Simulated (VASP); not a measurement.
# Al8H in VASP: notebook

The runs below take Al8H through single point, with PBE.

Program: VASP 6.6.1. These are calculated values, not measurements. Logs are shortened: lines on timing, memory, paths and dates and some standing lists are left out, and cuts for length are marked.

## Step 1: The cell of the first run

The cell holds a slab with vacuum, 18 atoms: a = 5.714 Å, b = 8.080 Å, c = 22.243 Å, α = 90.00°, β = 90.00°, γ = 90.00°.

## Step 2: Single point, PBE

INCAR reads:

```
SYSTEM = Al8H
ALGO = Normal
DIPOL = 0.5 0.5 0.295
EDIFF = 1E-7
ENCUT = 520
GGA = PE
IDIPOL = 3
ISIF = 2
ISMEAR = 0
LASPH = .TRUE.
LCHARG = .FALSE.
LDIPOL = .TRUE.
LREAL = Auto
LWAVE = .FALSE.
NBANDS = 40
NELM = 60
PREC = Accurate
SIGMA = 0.1
```

KPOINTS reads:

```
k-points
0
G
  5 4 1
  0 0 0
```

POSCAR reads:

```
Al8H
1.0
    5.7135165837      0.0000000000      0.0000000000
    0.0000000000      8.0801326415      0.0000000000
    0.0000000000      0.0000000000     22.2432786975
Al H
16 2
Direct
    0.2500000000      0.2500000000      0.1798296040
    0.2500000000      0.7500000000      0.1798296040
    0.7500000000      0.2500000000      0.1798296040
    0.7500000000      0.7500000000      0.1798296040
    0.0000000000      0.0000000000      0.2440458181
    0.0000000000      0.5000000000      0.2440458181
    0.5000000000      0.0000000000      0.2440458181
    0.5000000000      0.5000000000      0.2440458181
    0.2500000000      0.2500000000      0.3102598702
    0.2500000000      0.7500000000      0.3102598702
    0.7500000000      0.2500000000      0.3102598702
    0.7500000000      0.7500000000      0.3102598702
    0.0000000000      0.0000000000      0.3705963860
    0.0000000000      0.5000000000      0.3705963860
    0.5000000000      0.0000000000      0.3705963860
    0.5000000000      0.5000000000      0.3705963860
    0.2500000000      0.2097778880      0.4483726897
    0.2500000000      0.2902221120      0.4483726897
```

Potentials or basis: VASP PAW PBE potentials, release 64 (Al, H).

On the command line:

```
$ cat potpaw_PBE.64/Al/POTCAR potpaw_PBE.64/H/POTCAR > POTCAR
$ mpirun -np 1 vasp_std > vasp.out
```

OUTCAR:

```text
SYSTEM = Al8H
   EDIFF = 1E-7
   ENCUT = 520
   GGA = PE
   ISIF = 2
   ISMEAR = 0
   LASPH = .TRUE.
   LREAL = Auto
   NELM = 60
   PREC = Accurate

 ion  position               nearest neighbor table
   1  0.250  0.250  0.180-   3 2.86   3 2.86   6 2.86   7 2.86   8 2.86   5 2.86   9 2.90
   2  0.250  0.750  0.180-   4 2.86   4 2.86   6 2.86   7 2.86   8 2.86   5 2.86  10 2.90
   3  0.750  0.250  0.180-   1 2.86   1 2.86   6 2.86   7 2.86   8 2.86   5 2.86  11 2.90
   4  0.750  0.750  0.180-   2 2.86   2 2.86   6 2.86   7 2.86   8 2.86   5 2.86  12 2.90
   5  0.000  0.000  0.244-  13 2.81   7 2.86   7 2.86   4 2.86   1 2.86   2 2.86   3 2.86  11 2.88
                            12 2.88   9 2.88  10 2.88
   6  0.000  0.500  0.244-  14 2.81   8 2.86   8 2.86   4 2.86   1 2.86   2 2.86   3 2.86  11 2.88
                            12 2.88   9 2.88  10 2.88
   7  0.500  0.000  0.244-  15 2.81   5 2.86   5 2.86   4 2.86   1 2.86   2 2.86   3 2.86  11 2.88
                            12 2.88   9 2.88  10 2.88
   8  0.500  0.500  0.244-  16 2.81   6 2.86   6 2.86   4 2.86   1 2.86   2 2.86   3 2.86  11 2.88
                            12 2.88   9 2.88  10 2.88
   9  0.250  0.250  0.310-  13 2.81  14 2.81  15 2.81  16 2.81  11 2.86  11 2.86   7 2.88   8 2.88
                             5 2.88   6 2.88   1 2.90
  10  0.250  0.750  0.310-  13 2.81  14 2.81  15 2.81  16 2.81  12 2.86  12 2.86   7 2.88   8 2.88
                             5 2.88   6 2.88   2 2.90
  11  0.750  0.250  0.310-  13 2.81  14 2.81  15 2.81  16 2.81   9 2.86   9 2.86   7 2.88   8 2.88
                             5 2.88   6 2.88   3 2.90
  12  0.750  0.750  0.310-  13 2.81  14 2.81  15 2.81  16 2.81  10 2.86  10 2.86   7 2.88   8 2.88
                             5 2.88   6 2.88   4 2.90
  13  0.000  0.000  0.371-   9 2.81  10 2.81  11 2.81  12 2.81   5 2.81  15 2.86  15 2.86
  14  0.000  0.500  0.371-   9 2.81  10 2.81  11 2.81  12 2.81   6 2.81  16 2.86  16 2.86
  15  0.500  0.000  0.371-   9 2.81  10 2.81  11 2.81  12 2.81   7 2.81  13 2.86  13 2.86
  16  0.500  0.500  0.371-   9 2.81  10 2.81  11 2.81  12 2.81   8 2.81  14 2.86  14 2.86
  17  0.250  0.210  0.448-  18 0.65
  18  0.250  0.290  0.448-  17 0.65

  LATTYP: Found a simple orthorhombic cell.
 ALAT       =     5.7135165837
 B/A-ratio  =     1.4142135624
 C/A-ratio  =     3.8930977747

  Lattice vectors:

 A1 = (   5.7135165837,   0.0000000000,   0.0000000000)
 A2 = (   0.0000000000,   8.0801326415,   0.0000000000)
 A3 = (   0.0000000000,   0.0000000000,  22.2432786975)

Analysis of symmetry for initial positions (statically):
=====================================================================
 Subroutine PRICEL returns:
 Original cell was already a primitive cell.

 Routine SETGRP: Setting up the symmetry group for a
 simple orthorhombic supercell.

 Subroutine GETGRP returns: Found  4 space group operations
 (whereof  1 operations were pure point group operations)
 out of a pool of  8 trial point group operations.

The static configuration has the point symmetry C_1 .
 The point group associated with its full space group is C_2v.

Analysis of symmetry for dynamics (positions and initial velocities):
=====================================================================
 Subroutine PRICEL returns:
 Original cell was already a primitive cell.

 Routine SETGRP: Setting up the symmetry group for a
 simple orthorhombic supercell.

 Subroutine GETGRP returns: Found  4 space group operations
 (whereof  1 operations were pure point group operations)
 out of a pool of  8 trial point group operations.

The dynamic configuration has the point symmetry C_1 .
 The point group associated with its full space group is C_2v.

 Subroutine INISYM returns: Found  4 space group operations
 (whereof  1 operations are pure point group operations),
 and found     1 'primitive' translations

----------------------------------------------------------------------------------------

                                     Primitive cell

  volume of cell :    1026.8826

  direct lattice vectors                    reciprocal lattice vectors
     5.713516584  0.000000000  0.000000000     0.175023558  0.000000000  0.000000000
     0.000000000  8.080132642  0.000000000     0.000000000  0.123760345  0.000000000
     0.000000000  0.000000000 22.243278697     0.000000000  0.000000000  0.044957401

  length of vectors
     5.713516584  8.080132642 22.243278697     0.175023558  0.123760345  0.044957401

  position of ions in fractional coordinates (direct lattice)
[... 54 lines left out ...]

  Length of vectors
     0.035004712  0.030940086  0.044957401

  Shift w.r.t. Gamma in fractional coordinates (k-lattice)
     0.000000000  0.000000000  0.000000000

 Subroutine IBZKPT returns following result:
 ===========================================

 Found      9 irreducible k-points:

 Following reciprocal coordinates:
            Coordinates               Weight
  0.000000  0.000000  0.000000      1.000000
  0.200000  0.000000  0.000000      2.000000
  0.400000  0.000000  0.000000      2.000000
  0.000000  0.250000  0.000000      2.000000
  0.200000  0.250000  0.000000      4.000000
  0.400000  0.250000  0.000000      4.000000
  0.000000  0.500000  0.000000      1.000000
  0.200000  0.500000  0.000000      2.000000
  0.400000  0.500000  0.000000      2.000000
   k-points           NKPTS =      9   k-points in BZ     NKDIM =      9   number of bands    NBANDS=     40
   number of dos      NEDOS =    301   number of ions     NIONS =     18
   total plane-waves  NPLWV = 423360
   dimension x,y,z NGX =    42 NGY =   60 NGZ =  168
   dimension x,y,z NGXF=    84 NGYF=  120 NGZF=  336
   ions per type =              16   2
   NGX,Y,Z   is equivalent  to a cutoff of  12.22, 12.34, 12.56 a.u.
   NGXF,Y,Z  is equivalent  to a cutoff of  24.44, 24.69, 25.11 a.u.
 SYSTEM =  Al8H
   PREC   = accura    normal or accurate (medium, high low for compatibility)
   ISTART =      0    job   : 0-new  1-cont  2-samecut
   ICHARG =      2    charge: 1-file 2-atom 10-const
   ISPIN  =      1    spin polarized calculation?
   LNONCOLLINEAR =      F non collinear calculations
   LSORBIT =      F    spin-orbit coupling
   LASPH  =      T    aspherical Exc in radial PAW
   ENCUT  =  520.0 eV  38.22 Ry    6.18 a.u.  10.62 15.02 41.36*2*pi/ulx,y,z
   NELM   =     60;   NELMIN=  2; NELMDL= -5     # of ELM steps
   EDIFF  = 0.1E-06   stopping-criterion for ELM
   LREAL  =      T    real-space projection
   EDIFFG = 0.1E-05   stopping-criterion for IOM
   NSW    =      0    number of steps for IOM
   IBRION =     -1    ionic relax: 0-MD 1-quasi-New 2-CG
   NFREE  =      0    steps in history (QN), initial steepest desc. (CG)
   ISIF   =      2    stress and relaxation
   ISYM   =      2    0-nonsym 1-usesym 2-fastsym
   POTIM  = 0.5000    time-step for ionic-motion
   TEBEG  =    0.0;   TEEND  =   0.0 temperature during run
   PSTRESS=    0.0 pullay stress
   NELECT =      50.0000    total number of electrons
   NUPDOWN=      -1.0000    fix difference up-down
   EMIN   =  10.00;   EMAX   =-10.00  energy-range for DOS
   EFERMI =   0.00;   METHOD = LEGACY
   ISMEAR =     0;   SIGMA  =   0.10  broadening in eV -4-tet -1-fermi 0-gaus
   EFERMI_NEDOS =   21; number of points for ismear=-14 and -15
   IALGO  =     38    algorithm
   IMIX   =      4    mixing-type and parameters
     AMIX     =   0.40;   BMIX     =  1.00
     AMIX_MAG =   1.60;   BMIX_MAG =  1.00
  volume/ion in A,a.u.               =      57.05       384.99
  Fermi-wavevector in a.u.,A,eV,Ry     =   0.597803  1.129683  4.862288  0.357368
  Thomas-Fermi vector in A             =   1.648667
   LORBIT       =      0    0 simple, 1 ext, 2 COOP (PROOUT), +10 PAW based schemes
   GGA     = PE    functional components
   LHFCALC =     F    Hartree Fock is set to
   AEXX    =    0.0000 exact exchange contribution
   IVDW    =     0    specifies the selected vdW correction
   LEPSILON=     F    determine dielectric tensor
   LRPA    =     F    only Hartree local field effects (RPA)
 non-spin polarized calculation
 Gauss-broadening in eV      SIGMA  =   0.10
  energy-cutoff  :      520.00
  volume of cell :     1026.88
 maximum number of plane-waves:     27706
   NGX = 21   NGY = 31   NGZ = 83

 dipolmoment           0.000000      0.000000      0.081930 electrons x Angstroem

 number of electron      49.9999998 magnetization

 dipolmoment           0.000000      0.000000     -0.017397 electrons x Angstroem

 Free energy of the ion-electron system (eV)
  ---------------------------------------------------
  ext. energy  EPLUGINS =         0.00000000
  ---------------------------------------------------
  free energy    TOTEN  =       -60.97196597 eV

  energy without entropy =      -60.93617771  energy(sigma->0) =      -60.95407184

 E-fermi :  -0.8628     XC(G=0):  -3.6220

 val. band max:       -0.8763892143   @ k =   0.0000   0.2500   0.0000
 cond. band min:      -0.8145320997   @ k =   0.2000   0.2500   0.0000
 fundamental gap:      0.0618571146
 Fermi energy:        -0.8627630227

 k-point     1 :       0.0000    0.0000    0.0000
  band No.  band energies     occupation
      1     -11.1119      2.00000
      2      -8.9925      2.00000
      3      -8.9251      2.00000
      4      -8.8024      2.00000
      5      -8.1149      2.00000
      6      -6.6872      2.00000
[... 349 lines left out ...]
     36       1.7552      0.00000
     37       1.9812      0.00000
 [bands above 37 left out]

------------------------ aborting loop because EDIFF is reached ----------------------------------------

 vacuum level on the upper side and lower side of the slab       (xc-potential included)        -0.053         0.016

  FORCE on cell =-STRESS in cart. coord.  units (eV):
  Direction    XX          YY          ZZ          XY          YZ          ZX
  --------------------------------------------------------------------------------------
  -------------------------------------------------------------------------------------
  Total      -11.8538142      0.2720910      0.2594192      0.0000000      0.0000000      0.0000000
  in kB      -18.4947264      0.4245257      0.4047547      0.0000000      0.0000000      0.0000000
  external PRESSURE =      -5.8884820 kB  Pullay stress =       0.0000000 kB

 VOLUME and BASIS-vectors are now :
 -----------------------------------------------------------------------------
  energy-cutoff  :      520.00
  volume of cell :     1026.88
      direct lattice vectors                 reciprocal lattice vectors
     5.713516584  0.000000000  0.000000000     0.175023558  0.000000000  0.000000000
     0.000000000  8.080132642  0.000000000     0.000000000  0.123760345  0.000000000
     0.000000000  0.000000000 22.243278697     0.000000000  0.000000000  0.044957401

 POSITION                                       TOTAL-FORCE (eV/Angst)
 -----------------------------------------------------------------------------------
      1.42838      2.02003      4.00000         0.000000      0.000000      0.224321
      1.42838      6.06010      4.00000         0.000000      0.000000      0.193097
      4.28514      2.02003      4.00000         0.000000      0.000000      0.181639
      4.28514      6.06010      4.00000         0.000000      0.000000      0.181311
      0.00000      0.00000      5.42838        -0.004030     -0.016432     -0.215995
      0.00000      4.04007      5.42838        -0.004030      0.016432     -0.215995
[... 10 lines left out ...]
      1.42838      1.69503      9.97328         0.000000     -5.088870      0.268378
      1.42838      2.34503      9.97328         0.000000      5.088870      0.268378
 -----------------------------------------------------------------------------------
    total drift:                               -0.000000     -0.000000     -0.013595

  FREE ENERGIE OF THE ION-ELECTRON SYSTEM (eV)
  ---------------------------------------------------
  free  energy   TOTEN  =       -60.9719659735 eV

  energy  without entropy=      -60.9361777098  energy(sigma->0) =      -60.95407184

 vacuum level on the upper side and lower side of the slab         3.147         3.216
```

Run time: 21 min. Hardware: 1 thread of Intel Xeon 8259CL, shared host; peak memory 0.91 GiB.

What came out:

```yaml
Free_energy: -60.9720 eV
Largest_force: 5.096 eV/Å
Band_gap_on_the_k_mesh: zero (bands 25 and 26 overlap by 0.49 eV)
```

Forces in eV/Å, atoms in the order of the input:
```
Al   0.000  0.000  0.224
Al   0.000  0.000  0.193
Al   0.000  0.000  0.182
Al   0.000  0.000  0.181
Al  -0.004 -0.016 -0.216
Al  -0.004  0.016 -0.216
Al   0.004 -0.016 -0.216
Al   0.004  0.016 -0.216
Al   0.000  0.000 -0.145
Al   0.000  0.000 -0.028
Al   0.000  0.000 -0.001
Al   0.000  0.000 -0.019
Al  -0.056 -0.101 -0.065
Al  -0.056  0.101 -0.065
Al   0.056 -0.101 -0.065
Al   0.056  0.101 -0.065
H    0.000 -5.089  0.268
H    0.000  5.089  0.268
```

## Step 3: Single point, PBE

INCAR reads:

```
SYSTEM = Al8H
ALGO = Normal
DIPOL = 0.5 0.5 0.300
EDIFF = 1E-6
ENCUT = 520
GGA = PE
IDIPOL = 3
ISIF = 2
ISMEAR = 0
LASPH = .True.
LCHARG = .False.
LDIPOL = .True.
LREAL = Auto
LWAVE = .False.
NBANDS = 40
NELM = 80
PREC = Accurate
SIGMA = 0.1
```

KPOINTS reads:

```
k-points
0
Gamma
  5 4 1
  0 0 0
```

Changes to POSCAR since step 2:

```diff
@@ -24,3 +24,3 @@
     0.5000000000      0.5000000000      0.3705963860
-    0.2500000000      0.2097778880      0.4483726897
-    0.2500000000      0.2902221120      0.4483726897
+    0.2500000000      0.2097778880      0.4874856286
+    0.2500000000      0.2902221120      0.4874856286
```

Potentials or basis: VASP PAW PBE potentials, release 64 (Al, H).

On the command line:

```
$ cat potpaw_PBE.64/Al/POTCAR potpaw_PBE.64/H/POTCAR > POTCAR
$ mpirun -np 1 vasp_std > vasp.out
```

Wall time 20 min (1 thread of Intel Xeon 8259CL, shared host); peak memory 0.9 GiB.

It converged, with:

```
Free energy            : -61.2137 eV
Largest force          : 4.919 eV/Å
Band gap on the k mesh : zero (bands 25 and 26 overlap by 0.49 eV)
```

Forces in eV/Å, atoms in the order of the input:
```
Al   0.000  0.000  0.216
Al   0.000  0.000  0.212
Al   0.000  0.000  0.199
Al   0.000  0.000  0.207
Al  -0.001 -0.004 -0.206
Al  -0.001  0.004 -0.206
Al   0.001 -0.004 -0.206
Al   0.001  0.004 -0.206
Al   0.000  0.000 -0.018
Al   0.000  0.000 -0.019
Al   0.000  0.000 -0.019
Al   0.000  0.000 -0.016
Al  -0.012 -0.020 -0.012
Al  -0.012  0.020 -0.012
Al   0.012 -0.020 -0.012
Al   0.012  0.020 -0.012
H    0.000 -4.918  0.055
H    0.000  4.918  0.055
```

Levels at points of the mesh, in eV from the Fermi level:
| k point | band 21 | band 22 | band 23 | band 24 | band 25 | band 26 | band 27 | band 28 | band 29 | band 30 |
| --- | --- | --- | --- | --- | --- | --- | --- | --- | --- | --- |
| (0.00, 0.00, 0.00) | -1.62 | -1.42 | -0.82 | -0.76 | -0.55 | -0.15 | -0.14 | 0.21 | 1.21 | 1.25 |
| (0.00, 0.50, 0.00) | -1.12 | -0.95 | -0.95 | -0.88 | -0.88 | 0.23 | 0.24 | 0.24 | 0.25 | 1.19 |

[end of part 1 of 2]

The gap in the log of VASP goes by the Fermi energy; the results here count the filled bands.